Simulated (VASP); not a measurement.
# CsCdCl3 (P4/mmm) in VASP: notebook

Runs on CsCdCl3. Level: LDA. Tasks: single point.

All numbers are computed with VASP 6.6.1; they aren't measurements. Logs are shortened: lines on timing, memory, paths and dates and some standing lists are left out, and cuts for length are marked.

## Step 1: The cell of the first run

Symmetry: P4/mmm, No. 123, tetragonal system. Conventional cell: a = 5.317 Å, b = 5.317 Å, c = 4.993 Å, α = 90.00°, β = 90.00°, γ = 90.00°. Cs (site symmetry 4/mmm) has 12 Cl at 3.65 to 3.76 Å and 8 Cd at 4.51 Å within 4.8 Å. Within 3.3 Å of Cd (site symmetry 4/mmm) lie 6 Cl at 2.50 to 2.66 Å. Within 3.5 Å of Cl (site symmetry mmm) lie 2 Cd at 2.66 Å. Cl (site symmetry 4/mmm) has 2 Cd at 2.50 Å within 3.3 Å.

## Step 2: Single point, LDA (biaxial strain in the a-b plane: +4.0 %, then relaxed in part)

The input, INCAR:

```
PREC     = Accurate       # precision mode
ENCUT    = 520            # plane-wave cutoff, eV
EDIFF    = 1E-6           # SCF threshold, eV
ISMEAR   = 0              # smearing method
SIGMA    = 0.02           # smearing width, eV
LREAL    = False          # projectors in reciprocal space
LASPH    = True           # aspherical terms in the spheres
NELM     = 60             # most SCF steps
ALGO     = Normal         # electronic algorithm
ISIF     = 2              # what is computed and relaxed
LWAVE    = False          # write WAVECAR
LCHARG   = False          # write CHGCAR
NBANDS   = 29             # bands
```

The input, KPOINTS:

```
Automatic mesh
0
Gamma
  6 6 6
```

The input, POSCAR:

```
CsCdCl3
1.0
    5.3166595670      0.0000000000      0.0000000000
    0.0000000000      5.3166595670      0.0000000000
    0.0000000000      0.0000000000      4.9931950638
Cs Cd Cl
1 1 3
Direct
    0.0000000000      0.0000000000      0.0000000000
    0.5000000000      0.5000000000      0.5000000000
    0.0000000000      0.5000000000      0.5000000000
    0.5000000000      0.0000000000      0.5000000000
    0.5000000000      0.5000000000      0.0000000000
```

Potentials or basis: VASP PAW LDA potentials, release 64 (Cs_sv, Cd, Cl).

Command:

```bash
cat potpaw_LDA.64/Cs_sv/POTCAR potpaw_LDA.64/Cd/POTCAR potpaw_LDA.64/Cl/POTCAR > POTCAR
mpirun -np 1 vasp_std > vasp.out
```

OUTCAR:

```text
PREC = Accurate
   ENCUT = 520
   EDIFF = 1E-6
   ISMEAR = 0
   LREAL = False
   LASPH = True
   NELM = 60
   ISIF = 2

 ion  position               nearest neighbor table
   1  0.000  0.000  0.000-
   2  0.500  0.500  0.500-   5 2.50   5 2.50   3 2.66   4 2.66   4 2.66   3 2.66
   3  0.000  0.500  0.500-   2 2.66   2 2.66
   4  0.500  0.000  0.500-   2 2.66   2 2.66
   5  0.500  0.500  0.000-   2 2.50   2 2.50

  LATTYP: Found a simple tetragonal cell.
 ALAT       =     5.3166595670
 C/A-ratio  =     0.9391602003

  Lattice vectors:

 A1 = (   5.3166595670,   0.0000000000,   0.0000000000)
 A2 = (   0.0000000000,   5.3166595670,   0.0000000000)
 A3 = (   0.0000000000,   0.0000000000,   4.9931950638)

Analysis of symmetry for initial positions (statically):
=====================================================================
 Subroutine PRICEL returns:
 Original cell was already a primitive cell.

 Routine SETGRP: Setting up the symmetry group for a
 simple tetragonal supercell.

 Subroutine GETGRP returns: Found 16 space group operations
 (whereof 16 operations were pure point group operations)
 out of a pool of 16 trial point group operations.

The static configuration has the point symmetry D_4h.

Analysis of symmetry for dynamics (positions and initial velocities):
=====================================================================
 Subroutine PRICEL returns:
 Original cell was already a primitive cell.

 Routine SETGRP: Setting up the symmetry group for a
 simple tetragonal supercell.

 Subroutine GETGRP returns: Found 16 space group operations
 (whereof 16 operations were pure point group operations)
 out of a pool of 16 trial point group operations.

The dynamic configuration has the point symmetry D_4h.

 Subroutine INISYM returns: Found 16 space group operations
 (whereof 16 operations are pure point group operations),
 and found     1 'primitive' translations

----------------------------------------------------------------------------------------

                                     Primitive cell

  volume of cell :     141.1420

  direct lattice vectors                    reciprocal lattice vectors
     5.316659567  0.000000000  0.000000000     0.188088025  0.000000000  0.000000000
     0.000000000  5.316659567  0.000000000     0.000000000  0.188088025  0.000000000
     0.000000000  0.000000000  4.993195064     0.000000000  0.000000000  0.200272568

  length of vectors
     5.316659567  5.316659567  4.993195064     0.188088025  0.188088025  0.200272568

  position of ions in fractional coordinates (direct lattice)
     0.000000000  0.000000000  0.000000000
     0.500000000  0.500000000  0.500000000
     0.000000000  0.500000000  0.500000000
     0.500000000  0.000000000  0.500000000
     0.500000000  0.500000000  0.000000000

  ion indices of the primitive-cell ions
   primitive index   ion index
                 1           1
                 2           2
                 3           3
                 4           4
                 5           5

----------------------------------------------------------------------------------------

 KPOINTS: Automatic mesh

Automatic generation of k-mesh.
 Grid dimensions read from file:
 generate k-points for:    6    6    6

 Generating k-lattice:

  Cartesian coordinates                     Fractional coordinates (reciprocal lattice)
     0.031348004  0.000000000  0.000000000     0.166666667  0.000000000  0.000000000
     0.000000000  0.031348004  0.000000000     0.000000000  0.166666667  0.000000000
     0.000000000  0.000000000  0.033378761     0.000000000  0.000000000  0.166666667

  Length of vectors
     0.031348004  0.031348004  0.033378761

  Shift w.r.t. Gamma in fractional coordinates (k-lattice)
     0.000000000  0.000000000  0.000000000

 Subroutine IBZKPT returns following result:
 ===========================================

 Found     40 irreducible k-points:

 Following reciprocal coordinates:
            Coordinates               Weight
  0.000000  0.000000  0.000000      1.000000
  0.166667  0.000000  0.000000      4.000000
  0.333333  0.000000  0.000000      4.000000
  0.500000  0.000000  0.000000      2.000000
  0.166667  0.166667  0.000000      4.000000
  0.333333  0.166667  0.000000      8.000000
[... 16 lines left out ...]
  0.333333  0.000000  0.333333      8.000000
  0.500000  0.000000  0.333333      4.000000
 [... further k-points ...]
   k-points           NKPTS =     40   k-points in BZ     NKDIM =     40   number of bands    NBANDS=     29
   number of dos      NEDOS =    301   number of ions     NIONS =      5
   total plane-waves  NPLWV =  64000
   dimension x,y,z NGX =    40 NGY =   40 NGZ =   40
   dimension x,y,z NGXF=    80 NGYF=   80 NGZF=   80
   ions per type =               1   1   3
   NGX,Y,Z   is equivalent  to a cutoff of  12.51, 12.51, 13.32 a.u.
   NGXF,Y,Z  is equivalent  to a cutoff of  25.02, 25.02, 26.64 a.u.
 SYSTEM =  unknown system
   PREC   = accura    normal or accurate (medium, high low for compatibility)
   ISTART =      0    job   : 0-new  1-cont  2-samecut
   ICHARG =      2    charge: 1-file 2-atom 10-const
   ISPIN  =      1    spin polarized calculation?
   LNONCOLLINEAR =      F non collinear calculations
   LSORBIT =      F    spin-orbit coupling
   LASPH  =      T    aspherical Exc in radial PAW
   ENCUT  =  520.0 eV  38.22 Ry    6.18 a.u.   9.89  9.89  9.28*2*pi/ulx,y,z
   NELM   =     60;   NELMIN=  2; NELMDL= -5     # of ELM steps
   EDIFF  = 0.1E-05   stopping-criterion for ELM
   LREAL  =      F    real-space projection
   EDIFFG = 0.1E-04   stopping-criterion for IOM
   NSW    =      0    number of steps for IOM
   IBRION =     -1    ionic relax: 0-MD 1-quasi-New 2-CG
   NFREE  =      0    steps in history (QN), initial steepest desc. (CG)
   ISIF   =      2    stress and relaxation
   ISYM   =      2    0-nonsym 1-usesym 2-fastsym
   POTIM  = 0.5000    time-step for ionic-motion
   TEBEG  =    0.0;   TEEND  =   0.0 temperature during run
   PSTRESS=    0.0 pullay stress
   NELECT =      42.0000    total number of electrons
   NUPDOWN=      -1.0000    fix difference up-down
   EMIN   =  10.00;   EMAX   =-10.00  energy-range for DOS
   EFERMI =   0.00;   METHOD = LEGACY
   ISMEAR =     0;   SIGMA  =   0.02  broadening in eV -4-tet -1-fermi 0-gaus
   EFERMI_NEDOS =   21; number of points for ismear=-14 and -15
   IALGO  =     38    algorithm
   IMIX   =      4    mixing-type and parameters
     AMIX     =   0.40;   BMIX     =  1.00
     AMIX_MAG =   1.60;   BMIX_MAG =  1.00
  volume/ion in A,a.u.               =      28.23       190.49
  Fermi-wavevector in a.u.,A,eV,Ry     =   1.092964  2.065402 16.253115  1.194570
  Thomas-Fermi vector in A             =   2.229240
   LORBIT       =      0    0 simple, 1 ext, 2 COOP (PROOUT), +10 PAW based schemes
   GGA     = CA    functional components
   LHFCALC =     F    Hartree Fock is set to
   AEXX    =    0.0000 exact exchange contribution
   IVDW    =     0    specifies the selected vdW correction
   LEPSILON=     F    determine dielectric tensor
   LRPA    =     F    only Hartree local field effects (RPA)
 non-spin polarized calculation
 Gauss-broadening in eV      SIGMA  =   0.02
  energy-cutoff  :      520.00
  volume of cell :      141.14
 maximum number of plane-waves:      3832
 NGX is ok and might be reduce to    40
   NGX = 19   NGY = 19   NGZ = 19

 number of electron      41.9999992 magnetization

 Free energy of the ion-electron system (eV)
  ---------------------------------------------------
  ext. energy  EPLUGINS =         0.00000000
  ---------------------------------------------------
  free energy    TOTEN  =       -16.75114754 eV

  energy without entropy =      -16.75114754  energy(sigma->0) =      -16.75114754

 E-fermi :   0.1083     XC(G=0):  -9.1213

 val. band max:       -0.0113352141   @ k =   0.5000   0.5000   0.5000
 cond. band min:       1.4249728927   @ k =   0.0000   0.0000   0.0000
 fundamental gap:      1.4363081069
 Fermi energy:         0.1082898700

 k-point     1 :       0.0000    0.0000    0.0000
  band No.  band energies     occupation
      1     -19.0606      2.00000
      2     -13.8030      2.00000
      3     -13.1424      2.00000
      4     -12.9827      2.00000
      5      -6.7281      2.00000
      6      -6.7281      2.00000
[... 21 lines left out ...]
     28       7.1780      0.00000
     29      10.9005      0.00000

 k-point     2 :       0.1667    0.0000    0.0000
  band No.  band energies     occupation
      1     -19.0585      2.00000
      2     -13.7888      2.00000
      3     -13.1314      2.00000
      4     -12.9920      2.00000
      5      -6.7401      2.00000
      6      -6.7279      2.00000
[... 21 lines left out ...]
     28       7.4604      0.00000
     29      10.4429      0.00000

 k-point     3 :       0.3333    0.0000    0.0000
  band No.  band energies     occupation
      1     -19.0544      2.00000
      2     -13.7611      2.00000
      3     -13.1026      2.00000
      4     -13.0150      2.00000
      5      -6.9217      2.00000
      6      -6.7631      2.00000
[... 21 lines left out ...]
     28       8.1827      0.00000
     29       8.9134      0.00000

 k-point     4 :       0.5000    0.0000    0.0000
  band No.  band energies     occupation
      1     -19.0523      2.00000
      2     -13.7477      2.00000
      3     -13.0797      2.00000
      4     -13.0339      2.00000
      5      -7.0589      2.00000
      6      -6.7740      2.00000
[... 21 lines left out ...]
     28       8.2956      0.00000
     29       8.7519      0.00000

 k-point     5 :       0.1667    0.1667    0.0000
  band No.  band energies     occupation
      1     -19.0566      2.00000
      2     -13.7731      2.00000
      3     -13.1211      2.00000
      4     -13.0005      2.00000
      5      -6.7419      2.00000
      6      -6.7360      2.00000
[... 21 lines left out ...]
     28       7.5565      0.00000
     29      10.0857      0.00000
[... 510 lines left out ...]
     28       8.1131      0.00000
     29       9.5967      0.00000

 k-point    22 :       0.1667    0.0000    0.3333
  band No.  band energies     occupation
      1     -19.0486      2.00000
      2     -13.5691      2.00000
      3     -13.2255      2.00000
      4     -12.9838      2.00000
      5      -7.2463      2.00000
      6      -6.8033      2.00000
[... 21 lines left out ...]
     28       8.2589      0.00000
     29       9.2152      0.00000

 k-point    23 :       0.3333    0.0000    0.3333
  band No.  band energies     occupation
      1     -19.0455      2.00000
      2     -13.5493      2.00000
      3     -13.1676      2.00000
      4     -13.0114      2.00000
      5      -7.2784      2.00000
      6      -6.8198      2.00000
[... 21 lines left out ...]
     28       8.2720      0.00000
     29       8.4092      0.00000

 k-point    24 :       0.5000    0.0000    0.3333
  band No.  band energies     occupation
      1     -19.0439      2.00000
      2     -13.5411      2.00000
      3     -13.1193      2.00000
      4     -13.0421      2.00000
      5      -7.3082      2.00000
      6      -6.8965      2.00000
[... 21 lines left out ...]
     28       8.3781      0.00000
     29       8.3854      0.00000

 [... further k-points ...]

------------------------ aborting loop because EDIFF is reached ----------------------------------------

  FORCE on cell =-STRESS in cart. coord.  units (eV):
  Direction    XX          YY          ZZ          XY          YZ          ZX
  --------------------------------------------------------------------------------------
  -------------------------------------------------------------------------------------
  Total       -2.2216581     -2.2216581      0.2825316      0.0000000      0.0000000      0.0000000
  in kB      -25.2192154    -25.2192154      3.2071652      0.0000000      0.0000000      0.0000000
  external PRESSURE =     -15.7437552 kB  Pullay stress =       0.0000000 kB

 VOLUME and BASIS-vectors are now :
 -----------------------------------------------------------------------------
  energy-cutoff  :      520.00
  volume of cell :      141.14
      direct lattice vectors                 reciprocal lattice vectors
     5.316659567  0.000000000  0.000000000     0.188088025  0.000000000  0.000000000
     0.000000000  5.316659567  0.000000000     0.000000000  0.188088025  0.000000000
     0.000000000  0.000000000  4.993195064     0.000000000  0.000000000  0.200272568

 POSITION                                       TOTAL-FORCE (eV/Angst)
 -----------------------------------------------------------------------------------
      0.00000      0.00000      0.00000         0.000000      0.000000      0.000000
      2.65833      2.65833      2.49660         0.000000      0.000000      0.000000
      0.00000      2.65833      2.49660         0.000000      0.000000      0.000000
      2.65833      0.00000      2.49660         0.000000      0.000000      0.000000
      2.65833      2.65833      0.00000         0.000000      0.000000      0.000000
 -----------------------------------------------------------------------------------
    total drift:                                0.000000      0.000000     -0.000000

  FREE ENERGIE OF THE ION-ELECTRON SYSTEM (eV)
  ---------------------------------------------------
  free  energy   TOTEN  =       -16.7511475419 eV

  energy  without entropy=      -16.7511475419  energy(sigma->0) =      -16.75114754
```

It took 3 min on 1 thread of Oxide Virtual Turin-like, shared host; peak memory 0.26 GiB.

Results:

* Free energy: -16.7511 eV
* Pressure: -1.6 GPa
* Band gap on the k mesh: 1.44 eV (least direct gap 2.11 eV)

Levels at points of the mesh, in eV from the valence-band top:
```
           k point  band 18  band 19  band 20  band 21  band 22  band 23  band 24  band 25
(0.00, 0.00, 0.00)    -0.93    -0.68    -0.68    -0.68     1.44     5.46     5.68     5.90
(0.50, 0.00, 0.00)    -0.96    -0.95    -0.94    -0.93     3.94     6.71     6.96     7.70
(0.50, 0.50, 0.00)    -1.13    -1.13    -0.45    -0.24     5.61     6.88     6.88     7.46
(0.00, 0.00, 0.50)    -1.17    -1.17    -0.94    -0.94     4.63     6.96     7.44     7.54
(0.50, 0.00, 0.50)    -1.07    -1.07    -0.40    -0.07     6.14     6.64     7.30     7.55
(0.50, 0.50, 0.50)    -0.36    -0.36    -0.23     0.00     5.42     5.42     5.75     7.13
```

Caveat: the cell differs from its parent crystal (biaxial strain in the a-b plane: +4.0 %, then relaxed in part); spin-orbit coupling is left out, which moves the levels of the heavy elements. A k mesh can miss the band edges.

## Step 3: Single point, LDA (biaxial strain in the a-b plane: +4.0 %)

The input, INCAR:

```
PREC = Accurate
ENCUT = 520
EDIFF = 1E-6
ISMEAR = 0
SIGMA = 0.02
LREAL = F
LASPH = T
NELM = 60
ALGO = Normal
ISIF = 2
LWAVE = F
LCHARG = F
GGA = CA
NBANDS = 29
```

KPOINTS is that of step 2.

POSCAR: that of step 2 with these lines changed.

```diff
@@ -4,3 +4,3 @@
     0.0000000000      5.3166595670      0.0000000000
-    0.0000000000      0.0000000000      4.9931950638
+    0.0000000000      0.0000000000      4.9894805167
 Cs Cd Cl
```

Potentials or basis: VASP PAW LDA potentials, release 64 (Cs_sv, Cd, Cl).

Command:

```bash
cat potpaw_LDA.64/Cs_sv/POTCAR potpaw_LDA.64/Cd/POTCAR potpaw_LDA.64/Cl/POTCAR > POTCAR
mpirun -np 1 vasp_std > vasp.out
```

It took 4.1 min on 1 thread of Oxide Virtual Turin-like, shared host; peak memory 0.26 GiB.

Results (log left out):

| Item | Value |
| --- | --- |
| Free energy | -16.7509 eV |
| Pressure | -1.5 GPa |
| Band gap on the k mesh | 1.44 eV (least direct gap 2.12 eV) |

Stress tensor (GPa, compression positive):
```
-2.51  0.00  0.00
 0.00 -2.51  0.00
 0.00  0.00  0.38
```

Levels at points of the mesh, in eV from the valence-band top:
| k point | band 19 | band 20 | band 21 | band 22 | band 23 | band 24 |
| --- | --- | --- | --- | --- | --- | --- |
| (0.00, 0.00, 0.00) | -0.68 | -0.68 | -0.68 | 1.44 | 5.45 | 5.68 |
| (0.50, 0.00, 0.00) | -0.95 | -0.95 | -0.93 | 3.94 | 6.70 | 6.96 |
| (0.50, 0.50, 0.00) | -1.13 | -0.45 | -0.25 | 5.61 | 6.88 | 6.88 |
| (0.00, 0.00, 0.50) | -1.18 | -0.95 | -0.95 | 4.64 | 6.96 | 7.45 |
| (0.50, 0.00, 0.50) | -1.07 | -0.40 | -0.07 | 6.15 | 6.63 | 7.31 |
| (0.50, 0.50, 0.50) | -0.37 | -0.23 | 0.00 | 5.41 | 5.41 | 5.75 |

Caveat: the cell differs from its parent crystal (biaxial strain in the a-b plane: +4.0 %); spin-orbit coupling is left out, which moves the levels of the heavy elements.

(Part 1 of 2 ends here.)
